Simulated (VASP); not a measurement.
Wanted: the native input for a VASP 6.6.1 run.

```
Task                   : relaxation of cell and atoms
Functional             : PBE
Potentials or basis    : VASP PAW PBE potentials, release 64 (Al, B, As)
Cutoff                 : 600 eV
k mesh                 : 4 × 4 × 4
Occupations            : gaussian, width 0.1 eV
Spin                   : no spin polarisation
Dipole correction      : no
Further INCAR settings : ALGO = Normal; EDIFF = 1e-07; IBRION = 2; EDIFFG = -0.04; NSW = 90; ISIF = 3
```

The structure of AlB2As3 lies in POSCAR:

```
AlB2As3
1.0
    2.6212435400     -4.7349060300      0.0000000000
    2.6212435400      4.7349060300      0.0000000000
    0.0000000000      0.0000000000      4.3749208600
Al B As
1 2 3
Direct
    0.0000000000      0.0000000000      0.0000000000
    0.5000000000      0.0000000000      0.5000000000
    0.0000000000      0.5000000000      0.5000000000
    0.5000000000      0.5000000000      0.5000000000
    0.6678789900      0.3321210100      0.0000000000
    0.3321210100      0.6678789900      0.0000000000
```

The input as run:

INCAR

```
SYSTEM = AlB2As3
ALGO     = Normal         ! electronic algorithm
EDIFF    = 1E-7           ! SCF threshold, eV
EDIFFG   = -0.04          ! ionic threshold
ENCUT    = 600            ! plane-wave cutoff, eV
GGA      = PE             ! functional
IBRION   = 2              ! ionic algorithm
ISIF     = 3              ! what is computed and relaxed
ISMEAR   = 0              ! smearing method
LASPH    = .TRUE.         ! aspherical terms in the spheres
LCHARG   = .FALSE.        ! write CHGCAR
LREAL    = .FALSE.        ! projectors in reciprocal space
LWAVE    = .FALSE.        ! write WAVECAR
NELM     = 80             ! most SCF steps
NSW      = 90             ! ionic steps
PREC     = Accurate       ! precision mode
SIGMA    = 0.1            ! smearing width, eV
```

KPOINTS

```
k-points
0
G
  4 4 4
  0 0 0
```

Potentials or basis: VASP PAW PBE potentials, release 64 (Al, B, As).

Command:

```bash
$ cat potpaw_PBE.64/Al/POTCAR potpaw_PBE.64/B/POTCAR potpaw_PBE.64/As/POTCAR > POTCAR
$ mpirun -np 1 vasp_std > vasp.out
```

It gave:

```json
{
  "Relaxed volume": "16.24 Å³/atom",
  "Relaxed cell": "a = 7.370 Å, b = 7.370 Å, c = 4.255 Å, α = 90.00°, β = 90.00°, γ = 155.06°",
  "Space group after relaxing (to 0.05 Å)": "Cmmm (No. 65)",
  "Energy gained by relaxing": "886.8 meV/atom",
  "Ionic steps": "32",
  "Pressure after relaxing": "-0.2 GPa",
  "Largest force after relaxing": "0.018 eV/Å",
  "Band gap on the k mesh": "zero (band 12 reaches 7.50 eV, above the bottom of band 13 at 4.56 eV)"
}
```

Run time: 13 min on 1 thread of Intel(R) Xeon(R) 6975P-C (Granite Rapids) (shared host), peak memory 0.32 GiB.
